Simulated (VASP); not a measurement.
# NaCl (Fm-3m) in VASP: single point with PBE

Aim: the single point of NaCl with PBE.

Everything below comes from runs of VASP 6.6.1. Logs are shortened: lines on timing, memory, paths and dates and some standing lists are left out, and cuts for length are marked.

### Step 1. The cell of the first run

It takes space group Fm-3m (No. 225, cubic). Conventional cell: a = 6.088 Å, b = 6.088 Å, c = 6.088 Å, α = 90.00°, β = 90.00°, γ = 90.00°. Na (site symmetry m-3m) has 6 Cl at 3.04 Å within 4.0 Å. Cl (site symmetry m-3m) has 6 Na at 3.04 Å within 4.0 Å.

### Step 2. Single point, PBE (K replaced by Na, lengths x 0.927, strained)

File INCAR:

```
SYSTEM = NaCl
ALGO = Normal
EDIFF = 1E-7
ENCUT = 520
GGA = PE
ISIF = 2
ISMEAR = 0
LASPH = .TRUE.
LCHARG = .TRUE.
LELF = .TRUE.
LREAL = .FALSE.
LVHAR = .TRUE.
LWAVE = .FALSE.
NBANDS = 14
NELM = 100
PREC = Accurate
SIGMA = 0.02
```

File KPOINTS:

```
k-points
0
G
  6 6 6
  0 0 0
```

File POSCAR:

```
NaCl
1.0
    0.0000000000      3.0439591519      3.0439591519
    3.0439591519      0.0000000000      3.0439591519
    3.0439591519      3.0439591519      0.0000000000
Na Cl
1 1
Direct
    0.0000000000      0.0000000000      0.0000000000
    0.5000000000      0.5000000000      0.5000000000
```

Potentials or basis: VASP PAW PBE potentials, release 64 (Na_pv, Cl).

Run with:

```bash
> cat potpaw_PBE.64/Na_pv/POTCAR potpaw_PBE.64/Cl/POTCAR > POTCAR
> mpirun -np 1 vasp_std > vasp.out
```

OUTCAR:

```text
SYSTEM = NaCl
   EDIFF = 1E-7
   ENCUT = 520
   GGA = PE
   ISIF = 2
   ISMEAR = 0
   LASPH = .TRUE.
   LREAL = .FALSE.
   NELM = 100
   PREC = Accurate

 ion  position               nearest neighbor table
   1  0.000  0.000  0.000-
   2  0.500  0.500  0.500-

  LATTYP: Found a face centered cubic cell.
 ALAT       =     6.0879183038

  Lattice vectors:

 A1 = (   0.0000000000,   3.0439591519,   3.0439591519)
 A2 = (   3.0439591519,   0.0000000000,   3.0439591519)
 A3 = (   3.0439591519,   3.0439591519,   0.0000000000)

Analysis of symmetry for initial positions (statically):
=====================================================================
 Subroutine PRICEL returns:
 Original cell was already a primitive cell.

 Routine SETGRP: Setting up the symmetry group for a
 face centered cubic supercell.

 Subroutine GETGRP returns: Found 48 space group operations
 (whereof 48 operations were pure point group operations)
 out of a pool of 48 trial point group operations.

The static configuration has the point symmetry O_h .

Analysis of symmetry for dynamics (positions and initial velocities):
=====================================================================
 Subroutine PRICEL returns:
 Original cell was already a primitive cell.

 Routine SETGRP: Setting up the symmetry group for a
 face centered cubic supercell.

 Subroutine GETGRP returns: Found 48 space group operations
 (whereof 48 operations were pure point group operations)
 out of a pool of 48 trial point group operations.

The dynamic configuration has the point symmetry O_h .

 Subroutine INISYM returns: Found 48 space group operations
 (whereof 48 operations are pure point group operations),
 and found     1 'primitive' translations

----------------------------------------------------------------------------------------

                                     Primitive cell

  volume of cell :      56.4087

  direct lattice vectors                    reciprocal lattice vectors
     0.000000000  3.043959152  3.043959152    -0.164259760  0.164259760  0.164259760
     3.043959152  0.000000000  3.043959152     0.164259760 -0.164259760  0.164259760
     3.043959152  3.043959152  0.000000000     0.164259760  0.164259760 -0.164259760

  length of vectors
     4.304808316  4.304808316  4.304808316     0.284506250  0.284506250  0.284506250

  position of ions in fractional coordinates (direct lattice)
     0.000000000  0.000000000  0.000000000
     0.500000000  0.500000000  0.500000000

  ion indices of the primitive-cell ions
[... 76 lines left out ...]
   PSTRESS=    0.0 pullay stress
   NELECT =      14.0000    total number of electrons
   NUPDOWN=      -1.0000    fix difference up-down
   EMIN   =  10.00;   EMAX   =-10.00  energy-range for DOS
   EFERMI =   0.00;   METHOD = LEGACY
   ISMEAR =     0;   SIGMA  =   0.02  broadening in eV -4-tet -1-fermi 0-gaus
   EFERMI_NEDOS =   21; number of points for ismear=-14 and -15
   IALGO  =     38    algorithm
   IMIX   =      4    mixing-type and parameters
     AMIX     =   0.40;   BMIX     =  1.00
     AMIX_MAG =   1.60;   BMIX_MAG =  1.00
  volume/ion in A,a.u.               =      28.20       190.33
  Fermi-wavevector in a.u.,A,eV,Ry     =   1.028810  1.944170 14.401099  1.058451
  Thomas-Fermi vector in A             =   2.162826
   LORBIT       =      0    0 simple, 1 ext, 2 COOP (PROOUT), +10 PAW based schemes
   GGA     = PE    functional components
   LHFCALC =     F    Hartree Fock is set to
   AEXX    =    0.0000 exact exchange contribution
   IVDW    =     0    specifies the selected vdW correction
   LEPSILON=     F    determine dielectric tensor
   LRPA    =     F    only Hartree local field effects (RPA)
 non-spin polarized calculation
 Gauss-broadening in eV      SIGMA  =   0.02
  energy-cutoff  :      520.00
  volume of cell :       56.41
 maximum number of plane-waves:      1536
   NGX = 17   NGY = 17   NGZ = 17

 number of electron      13.9999993 magnetization

 Free energy of the ion-electron system (eV)
  ---------------------------------------------------
  ext. energy  EPLUGINS =         0.00000000
  ---------------------------------------------------
  free energy    TOTEN  =        -6.66388139 eV

  energy without entropy =       -6.66388139  energy(sigma->0) =       -6.66388139

 E-fermi :  -1.7028     XC(G=0):  -7.2330

 val. band max:       -1.8543646536   @ k =   0.0000   0.0000   0.0000
 cond. band min:       2.4925543164   @ k =   0.0000   0.0000   0.0000
 fundamental gap:      4.3469189700
 Fermi energy:        -1.7027705796

 k-point     1 :       0.0000    0.0000    0.0000
  band No.  band energies     occupation
      1     -23.2108      2.00000
      2     -23.2107      2.00000
      3     -23.2107      2.00000
      4     -14.1009      2.00000
      5      -1.8544      2.00000
      6      -1.8544      2.00000
      7      -1.8544      2.00000
      8       2.4926      0.00000
      9       8.9448      0.00000
     10       8.9448      0.00000
     11       8.9448      0.00000
     12      10.8378      0.00000
     13      10.8378      0.00000
     14      12.0749      0.00000
[... 241 lines left out ...]
      1     -23.2168      2.00000
      2     -23.2147      2.00000
      3     -23.2140      2.00000
      4     -13.9001      2.00000
      5      -2.8310      2.00000
      6      -2.4675      2.00000
      7      -2.3346      2.00000
      8       5.6575      0.00000
      9       6.7528      0.00000
     10       7.5838      0.00000
     11       8.9337      0.00000
     12      11.5457      0.00000
     13      12.8685      0.00000
     14      13.1087      0.00000

------------------------ aborting loop because EDIFF is reached ----------------------------------------

  FORCE on cell =-STRESS in cart. coord.  units (eV):
  Direction    XX          YY          ZZ          XY          YZ          ZX
  --------------------------------------------------------------------------------------
  -------------------------------------------------------------------------------------
  Total       -1.0642958     -1.0642958     -1.0642958      0.0000000     -0.0000000      0.0000000
  in kB      -30.2291868    -30.2291868    -30.2291868      0.0000000     -0.0000000      0.0000000
  external PRESSURE =     -30.2291868 kB  Pullay stress =       0.0000000 kB

 VOLUME and BASIS-vectors are now :
 -----------------------------------------------------------------------------
  energy-cutoff  :      520.00
  volume of cell :       56.41
      direct lattice vectors                 reciprocal lattice vectors
     0.000000000  3.043959152  3.043959152    -0.164259760  0.164259760  0.164259760
     3.043959152  0.000000000  3.043959152     0.164259760 -0.164259760  0.164259760
     3.043959152  3.043959152  0.000000000     0.164259760  0.164259760 -0.164259760

 POSITION                                       TOTAL-FORCE (eV/Angst)
 -----------------------------------------------------------------------------------
      0.00000      0.00000      0.00000         0.000000     -0.000000     -0.000000
      3.04396      3.04396      3.04396        -0.000000      0.000000      0.000000
 -----------------------------------------------------------------------------------
    total drift:                                0.000000     -0.000000      0.000000

  FREE ENERGIE OF THE ION-ELECTRON SYSTEM (eV)
  ---------------------------------------------------
  free  energy   TOTEN  =        -6.6638813929 eV

  energy  without entropy=       -6.6638813929  energy(sigma->0) =       -6.66388139
```

OSZICAR:

```text
N       E                     dE             d eps       ncg     rms          rms(c)
DAV:   1     0.971452345601E+02    0.97145E+02   -0.70319E+03   448   0.967E+02
DAV:   2     0.247994591408E+01   -0.94665E+02   -0.85835E+02   522   0.242E+02
DAV:   3    -0.676061259303E+01   -0.92406E+01   -0.91853E+01   568   0.720E+01
DAV:   4    -0.692928492459E+01   -0.16867E+00   -0.16860E+00   526   0.108E+01
DAV:   5    -0.693315732874E+01   -0.38724E-02   -0.38723E-02   574   0.163E+00    0.218E+00
DAV:   6    -0.667269398460E+01    0.26046E+00   -0.46666E-01   550   0.339E+00    0.158E+00
DAV:   7    -0.665641891536E+01    0.16275E-01   -0.91458E-02   558   0.157E+00    0.106E+00
DAV:   8    -0.666362038937E+01   -0.72015E-02   -0.12505E-02   490   0.883E-01    0.255E-01
DAV:   9    -0.666360387971E+01    0.16510E-04   -0.23684E-04   586   0.117E-01    0.175E-01
DAV:  10    -0.666389360868E+01   -0.28973E-03   -0.64561E-04   502   0.150E-01    0.816E-02
DAV:  11    -0.666388136032E+01    0.12248E-04   -0.17582E-05   574   0.325E-02    0.273E-02
DAV:  12    -0.666388063714E+01    0.72319E-06   -0.46356E-06   538   0.143E-02    0.186E-03
DAV:  13    -0.666388144429E+01   -0.80715E-06   -0.71472E-07   544   0.541E-03    0.308E-04
DAV:  14    -0.666388139291E+01    0.51388E-07   -0.10164E-08   404   0.815E-04
   1 F= -.66638814E+01 E0= -.66638814E+01  d E =-.175402E-28
```

Wall time 18 s (1 thread of Intel Xeon 8259CL, shared host); peak memory 0.17 GiB.

What came out:

- Free energy: -6.6639 eV
- Pressure: -3.0 GPa
- Band gap on the k mesh: 4.35 eV

Caveat: the cell differs from its parent crystal (K replaced by Na, lengths x 0.927, strained); the cell stands under tension.
